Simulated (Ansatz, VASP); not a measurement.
# Cd2S in VASP and in Ansatz

```
Cd S
1.0
     5.89913    0.00000    0.00000
     0.00000    5.89913    0.00000
     0.00000    0.00000    5.89913
Cd S
4 2
Direct
  0.25000 0.25000 0.25000
  0.25000 0.75000 0.75000
  0.75000 0.75000 0.25000
  0.75000 0.25000 0.75000
  0.00000 0.00000 0.00000
  0.50000 0.50000 0.50000
```

Change from the starting cell: species swapped into the Au2S type (Pn-3m, No. 224).

Alike in both runs: task relaxation of cell and atoms; functional PBE; k mesh 6 × 6 × 6; occupations gaussian, width 0.1 eV; no spin polarisation.

|  | VASP | Ansatz |
| --- | --- | --- |
| version | VASP 6.6.1 | Ansatz 0.2.0 |
| potentials or method | VASP PAW PBE potentials, release 64 (Cd, S), cutoff 600 eV | scalar-relativistic, plane waves, PAW |
| valence electrons in the cell | 60 | 92 |

VASP gave:

| Quantity | Value |
| --- | --- |
| gap on the k mesh at the Fermi level, each at its own relaxed structure (eV) | none |
| relaxed volume (Å³/atom) | 35.06 |
| relaxed length of the cell vector where the two differ most in proportion (Å) | 5.947 |

Task: What did Ansatz give for the same quantities?

Result: gap on the k mesh at the Fermi level, each at its own relaxed structure (eV): none; relaxed volume (Å³/atom): 34.80; relaxed length of the cell vector where the two differ most in proportion (Å): 5.933.

A gap of «none» marks a metal or a gap that the smearing closes. VASP's potentials hold 60 valence electrons a cell and Ansatz's 92, so a difference there can come from the potentials and not from the codes.
